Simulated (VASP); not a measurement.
Input of a VASP 6.6.1 run:

File POSCAR:

```
Zn
1.0
    2.5920813913      0.0000000000      0.0000000000
   -1.2960406956      2.2448083336      0.0000000000
    0.0000000000      0.0000000000      4.8529750264
Zn
2
Direct
    0.3333333333      0.6666666667      0.2500000000
    0.6666666667      0.3333333333      0.7500000000
```

INCAR.step1

```
PREC = Accurate
ENCUT = 520
ISMEAR = 0
SIGMA = 0.1
LREAL = False
LASPH = True
NELM = 100
NBANDS = 19
GGA = PE
ALGO = Normal
EDIFF = 1E-4
LWAVE = True
LCHARG = False
```

INCAR.step2

```
PREC = Accurate
ENCUT = 520
EDIFF = 1E-6
ISMEAR = 0
SIGMA = 0.1
LREAL = False
LASPH = True
NELM = 100
ALGO = Normal
ISIF = 2
LWAVE = False
LCHARG = False
METAGGA = R2SCAN
LMIXTAU = True
NBANDS = 19
ISTART = 1
```

Contents of KPOINTS:

```
regular mesh
0
Gamma
  18 18 8
```

Potentials or basis: VASP PAW PBE potentials, release 64 (Zn).

Command:

```console
$ cat potpaw_PBE.64/Zn/POTCAR > POTCAR
$ cp INCAR.step1 INCAR
$ mpirun -np 1 vasp_std > vasp.out
$ cp INCAR.step2 INCAR
$ mpirun -np 1 vasp_std > vasp.out
```

Estimate the pressure.

2.6 GPa.

Estimate the band gap on the k mesh.

zero (band 12 reaches 5.27 eV, above the bottom of band 13 at 0.36 eV).

Stress tensor (GPa, compression positive):
```
2.63 0.00 0.00
0.00 2.63 0.00
0.00 0.00 2.43
```

Caveat: the PAW data sets were made with another functional, which shifts forces and pressure a little.
